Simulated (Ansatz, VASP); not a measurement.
One calculation of TiC, two programs

Contents of POSCAR:

```
TiC
1.0
    2.1206360397      2.1206360397      0.0000000000
   -2.1206360397      2.1206360397      0.0000000000
    0.0000000000      0.0000000000      4.2412720793
Ti C
2 2
Direct
    0.0000000000      0.0000000000      0.0000000000
    0.5000000000      0.5000000000      0.5000000000
    0.5000000000      0.5000000000      0.0000000000
    0.0000000000      0.0000000000      0.5000000000
```

INCAR.step1

```
  ALGO = Normal
  EDIFF = 1E-4
  ENCUT = 520
  GGA = PE
  ISMEAR = 0
  LASPH = T
  LCHARG = F
  LREAL = F
  LWAVE = T
  NBANDS = 24
  NELM = 100
  PREC = Accurate
  SIGMA = 0.1
```

File INCAR.step2:

```
  ALGO = Normal
  EDIFF = 1E-6
  ENCUT = 520
  ISIF = 2
  ISMEAR = 0
  ISTART = 1
  LASPH = T
  LCHARG = F
  LMIXTAU = T
  LREAL = F
  LWAVE = F
  METAGGA = R2SCAN
  NBANDS = 24
  NELM = 100
  PREC = Accurate
  SIGMA = 0.1
```

Contents of KPOINTS:

```
k-points
0
Gamma
  18 18 12
```

Input for Ansatz:

```yaml
crystal:
  lattice:
    - [2.1206360397, 2.1206360397, 0.0]
    - [-2.1206360397, 2.1206360397, 0.0]
    - [0.0, 0.0, 4.2412720793]
  atoms:
    - { symbol: Ti, position: [0.0, 0.0, 0.0] }
    - { symbol: Ti, position: [0.5, 0.5, 0.5] }
    - { symbol: C, position: [0.5, 0.5, 0.0] }
    - { symbol: C, position: [0.0, 0.0, 0.5] }
basis:
  ecutwfc: 500
kpoints:
  mp_grid: { grid: [18, 18, 12] }
hamiltonian:
  xc: r2scan
scf:
  occupations: { method: gaussian, width: 0.1 }
output:
  forces: true
  stress: true
  eigenvalues: true
```

Change from the starting cell: equal strain along all axes, cell held, atoms relaxed: -2.0 %.

Alike in both runs: task single point; functional r2SCAN; k mesh 18 × 18 × 12; occupations gaussian, width 0.1 eV; no spin polarisation.

|  | VASP | Ansatz |
| --- | --- | --- |
| version | VASP 6.6.1 | Ansatz 0.2.0 |
| potentials or method | VASP PAW PBE potentials, release 64 (Ti_sv, C), cutoff 520 eV | scalar-relativistic, plane waves, PAW |
| valence electrons in the cell | 32 | 32 |

|  | VASP | Ansatz | Ansatz less VASP |
| --- | --- | --- | --- |
| gap on the k mesh at the Fermi level (eV) | none | none | - |
| pressure (GPa) | 19.0 | 17.9 | -1.12 |
| traceless stress, the component that is largest in VASP (GPa) | -0.04 | -0.07 | -0.027 |

VASP's potentials were made for PBE, not for r2SCAN. A gap of «none» marks a metal or a gap that the smearing closes. With one functional, cell and mesh, what is left measures potentials, basis and numerics.
